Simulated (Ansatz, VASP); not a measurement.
**Zn: VASP beside Ansatz**

The input INCAR:

```
PREC = Accurate ; ENCUT = 520
EDIFF = 1E-6 ; ISMEAR = 0
SIGMA = 0.2 ; LREAL = F
LASPH = T ; NELM = 60
ALGO = Normal ; ISIF = 2
LWAVE = F ; LCHARG = F
GGA = PE ; NBANDS = 32
```

KPOINTS

```
Automatic mesh
0
Gamma
  12 12 2
```

The input POSCAR:

```
Zn
1.0
    2.6443807862      0.0000000000      0.0000000000
   -1.3221903931      2.2901009381      0.0000000000
    0.0000000000      0.0000000000     10.0645238396
Zn
4
Direct
    0.3333333333      0.6666666667      0.1250000000
    0.3333333333      0.6666666667      0.6250000000
    0.6666666667      0.3333333333      0.3750000000
    0.6666666667      0.3333333333      0.8750000000
```

Input for Ansatz:

```yaml
crystal:
  lattice:
    - [2.6443807862, 0.0, 0.0]
    - [-1.3221903931, 2.2901009381, 0.0]
    - [0.0, 0.0, 10.0645238396]
  atoms:
    - { symbol: Zn, position: [0.3333333333, 0.6666666667, 0.125] }
    - { symbol: Zn, position: [0.3333333333, 0.6666666667, 0.625] }
    - { symbol: Zn, position: [0.6666666667, 0.3333333333, 0.375] }
    - { symbol: Zn, position: [0.6666666667, 0.3333333333, 0.875] }
basis:
  ecutwfc: 420
kpoints:
  mp_grid: { grid: [12, 12, 2] }
hamiltonian:
  xc: pbe
scf:
  occupations: { method: gaussian, width: 0.2 }
  lower_state_search: "off"
output:
  forces: true
  stress: true
  eigenvalues: true
```

Alike in both runs: task single point; functional PBE; k mesh 12 × 12 × 2; occupations gaussian, width 0.2 eV; no spin polarisation.

|  | VASP | Ansatz |
| --- | --- | --- |
| version | VASP 6.6.1 | Ansatz 0.2.0 |
| potentials or method | VASP PAW PBE potentials, release 64 (Zn), cutoff 520 eV | scalar-relativistic, plane waves, PAW |
| valence electrons in the cell | 48 | 48 |

|  | VASP | Ansatz | Ansatz less VASP |
| --- | --- | --- | --- |
| gap on the k mesh at the Fermi level (eV) | none | none | - |
| pressure (GPa) | 0.5 | 0.1 | -0.37 |
| traceless stress, the component that is largest in VASP (GPa) | 1.16 | 1.34 | +0.178 |

A gap of «none» marks a metal or a gap that the smearing closes.
